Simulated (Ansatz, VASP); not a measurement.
## Two plane-wave programs on Ge

The input INCAR:

```
  ALGO = Normal
  EDIFF = 1E-7
  ENCUT = 520
  GGA = PS
  ISIF = 2
  ISMEAR = 0
  LASPH = T
  LCHARG = F
  LREAL = F
  LWAVE = F
  NBANDS = 21
  NELM = 100
  PREC = Accurate
  SIGMA = 0.15
```

KPOINTS

```
k-points
0
Gamma
  16 16 16
```

The input POSCAR:

```
Ge
1.0
    0.0000000000      3.0730250701      2.3969595547
    3.0730250701      0.0000000000      2.3969595547
    3.0730250701      3.0730250701      0.0000000000
Ge
2
Direct
    0.5000000000      0.5000000000      0.5000000000
    0.7500000000      0.7500000000      0.7500000000
```

Input for Ansatz:

```yaml
crystal:
  lattice:
    - [0.0, 3.0730250701, 2.3969595547]
    - [3.0730250701, 0.0, 2.3969595547]
    - [3.0730250701, 3.0730250701, 0.0]
  atoms:
    - { symbol: Ge, position: [0.5, 0.5, 0.5] }
    - { symbol: Ge, position: [0.75, 0.75, 0.75] }
basis:
  ecutwfc: 420
kpoints:
  mp_grid: { grid: [16, 16, 16] }
hamiltonian:
  xc: pbesol
scf:
  occupations: { method: gaussian, width: 0.15 }
output:
  forces: true
  stress: true
  eigenvalues: true
```

Alike in both runs: task single point; functional PBEsol; k mesh 16 × 16 × 16; occupations gaussian, width 0.15 eV; no spin polarisation.

```csv
,VASP,Ansatz
version,VASP 6.6.1,Ansatz 0.2.0
potentials or method,"VASP PAW PBE potentials, release 64 (Ge_d), cutoff 520 eV","scalar-relativistic, plane waves, PAW"
valence electrons in the cell,28,28
```

Ansatz gave:

```
gap on the k mesh at the Fermi level (eV)                     : none
pressure (GPa)                                                : -0.5
traceless stress, the component that is largest in VASP (GPa) : 5.20
```

Problem. Estimate VASP's values.

Solution. gap on the k mesh at the Fermi level (eV): none; pressure (GPa): -0.6; traceless stress, the component that is largest in VASP (GPa): 5.24.

VASP's potentials were made for PBE, not for PBEsol. A gap of «none» marks a metal or a gap that the smearing closes.
